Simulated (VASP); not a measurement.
# Fe: single point with PBE

The system is Fe.

```
Fe
1.0
    -1.42108    1.42108    1.42108
     1.42108   -1.42108    1.42108
     1.42108    1.42108   -1.42108
Fe
1
Direct
  0.00000 0.00000 0.00000
```

```json
{
  "Program": "VASP 6.6.1",
  "Task": "single point",
  "Functional": "PBE",
  "Potentials or basis": "VASP PAW PBE potentials, release 64 (Fe)",
  "Cutoff": "520 eV",
  "k mesh": "19 × 19 × 19",
  "Occupations": "fermi-dirac, width 0.1 eV",
  "Spin": "collinear spin, ferromagnetic start",
  "Starting moments": "[2.5] μB",
  "Dipole correction": "no",
  "Further INCAR settings": "ALGO = Normal; EDIFF = 1e-06; NBANDS = 14"
}
```

```
Pressure                                              : -2.2 GPa
Net moment                                            : 2.20 μB per cell
Site moments                                          : Fe +2.20 μB
Valence electrons inside the program's atomic spheres : Fe 7.25
```

Levels at points of the mesh, in eV from the Fermi level:
Spin up:
| k point | band 1 | band 2 | band 3 | band 4 | band 5 | band 6 | band 7 | band 8 | band 9 | band 10 |
| --- | --- | --- | --- | --- | --- | --- | --- | --- | --- | --- |
| (0.00, 0.00, 0.00) | -8.38 | -2.29 | -2.29 | -2.29 | -1.09 | -1.09 | 24.91 | 24.91 | 24.91 | 29.93 |
Spin down:
```tsv
k point	band 1	band 2	band 3	band 4	band 5	band 6	band 7	band 8
(0.00, 0.00, 0.00)	-8.21	-0.36	-0.36	-0.36	1.66	1.66	24.66	24.66
```

It took 68 s on 1 thread of Intel(R) Xeon(R) Platinum 8375C CPU @ 2.90GHz (Ice Lake), on a shared host, peak memory 0.16 GiB.
